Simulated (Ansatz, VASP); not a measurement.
## KI in VASP and in Ansatz

```
K I
1.0
     0.00000    3.54457    3.54457
     3.54457    0.00000    3.54457
     3.54457    3.54457    0.00000
K I
1 1
Direct
  0.00000 0.00000 0.00000
  0.50000 0.50000 0.50000
```

Alike in both runs: task single point; functional PBEsol; k mesh 5 × 5 × 5; no spin polarisation.

```csv
,VASP,Ansatz
version,VASP 6.6.1,Ansatz 0.2.0
potentials or method,"VASP PAW PBE potentials, release 64 (K_sv, I)",plane waves
plane-wave cutoff (eV),520,420
occupations,"gaussian, width 0.01 eV",fixed
valence electrons in the cell,16,26
```

VASP gave:

| Property | Result |
| --- | --- |
| gap on the k mesh at the Fermi level (eV) | 3.79 |
| pressure (GPa) | -0.4 |

What did Ansatz give for the same quantities?

gap on the k mesh at the Fermi level (eV): 3.80; pressure (GPa): -0.4.

VASP's potentials were made for PBE, not for PBEsol. VASP's potentials hold 16 valence electrons a cell and Ansatz's 26, so a difference there can come from the potentials and not from the codes.

Neither program's run includes spin-orbit coupling.
